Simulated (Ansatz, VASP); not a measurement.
**C: VASP beside Ansatz**

```
CELL_PARAMETERS angstrom
0.00000 1.78012 1.78012
1.78012 0.00000 1.78012
1.78012 1.78012 0.00000
ATOMIC_POSITIONS crystal
C 0.00000 0.00000 0.00000
C 0.25000 0.25000 0.25000
```

Alike in both runs: task single point; functional PBE-based screened hybrid; k mesh 6 × 6 × 6; no spin polarisation.

```csv
,VASP,Ansatz
version,VASP 6.6.1,Ansatz 0.2.0
potentials or method,"VASP PAW PBE potentials, release 64 (C)",plane waves
plane-wave cutoff (eV),520,420
occupations,"gaussian, width 0.01 eV",fixed
valence electrons in the cell,8,8
```

```csv
,VASP,Ansatz,Ansatz less VASP
gap on the k mesh at the Fermi level (eV),4.35,4.36,+0.008
pressure (GPa),3.0,2.3,-0.75
```

VASP's potentials were made for PBE, not for PBE-based screened hybrid. Ansatz's warnings: stress exchange threshold loose, stress scf threshold loose.

The k mesh is coarse, so the values compare programs but aren't converged.
